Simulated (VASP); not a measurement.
Wanted: the native input for a VASP 6.6.1 run.

```yaml
Task: electric field gradients
Functional: PBE
Dispersion: D3(BJ)
Potentials_or_basis: VASP PAW PBE potentials, release 64 (Si, N)
Cutoff: 520 eV
k_mesh: 4 × 4 × 10, shifted
Occupations: fermi-dirac, width 0.02 eV
Spin: no spin polarisation
Dipole_correction: no
Further_INCAR_settings: ALGO = Normal; EDIFF = 1e-08; NBANDS = 45; ISYM = 0
```

The structure of Si3N4 lies in POSCAR:

```
Si3N4
1.0
    7.5950000000      0.0000000000      0.0000000000
   -3.7975000000      6.5774629417      0.0000000000
    0.0000000000      0.0000000000      2.9023000000
Si N
6 8
Direct
    0.7687000000      0.1744000000      0.2500000000
    0.5943000000      0.7687000000      0.7500000000
    0.8256000000      0.5943000000      0.2500000000
    0.2313000000      0.8256000000      0.7500000000
    0.4057000000      0.2313000000      0.2500000000
    0.1744000000      0.4057000000      0.7500000000
    0.0297000000      0.3295000000      0.2650000000
    0.7002000000      0.0297000000      0.7650000000
    0.6705000000      0.7002000000      0.2650000000
    0.9703000000      0.6705000000      0.7650000000
    0.2998000000      0.9703000000      0.2650000000
    0.3295000000      0.2998000000      0.7650000000
    0.3333333333      0.6666666667      0.2344000000
    0.6666666667      0.3333333333      0.7344000000
```

These files were run (other wordings do the same):

INCAR

```
ALGO     = Normal         # electronic algorithm
EDIFF    = 1E-8           # SCF threshold, eV
ENCUT    = 520            # plane-wave cutoff, eV
GGA      = PE             # functional
ISIF     = 2              # what is computed and relaxed
ISMEAR   = -1             # smearing method
ISYM     = 0            
IVDW     = 12             # dispersion correction
LASPH    = True           # aspherical terms in the spheres
LCHARG   = False          # write CHGCAR
LEFG     = True         
LREAL    = False          # projectors in reciprocal space
LWAVE    = False          # write WAVECAR
NBANDS   = 45             # bands
NELM     = 100            # most SCF steps
PREC     = Accurate       # precision mode
SIGMA    = 0.02           # smearing width, eV
```

KPOINTS

```
Automatic mesh
0
Gamma
  4 4 10
  0.5 0.5 0.5
```

Potentials or basis: VASP PAW PBE potentials, release 64 (Si, N).

Launch:

```sh
$ cat potpaw_PBE.64/Si/POTCAR potpaw_PBE.64/N/POTCAR > POTCAR
$ mpirun -np 1 vasp_std > vasp.out
```

It gave:

```
Pressure                                : -6.5 GPa
Largest force                           : 2.470 eV/Å
Band gap on the k mesh                  : 1.63 eV (least direct gap 1.97 eV)
Largest electric field gradient by atom : Si +59.9; N -44.6, +49.3 (each value once) V/Å²
Dispersion energy per atom              : -0.257 eV
```

Caveat: the stress differs along the axes, from -34 to 7 GPa; without QUAD_EFG the Cq values of the log hold for a quadrupole moment of 1 mb, not for the nuclei; a shifted mesh leaves out Γ, where band edges can lie; forces of over 1 eV/Å act on the atoms, so gaps and moduli don't describe the material at rest.

Wall time 60 min on 1 thread of Oxide Virtual Turin-like Processor, on a shared host, peak memory 0.99 GiB.
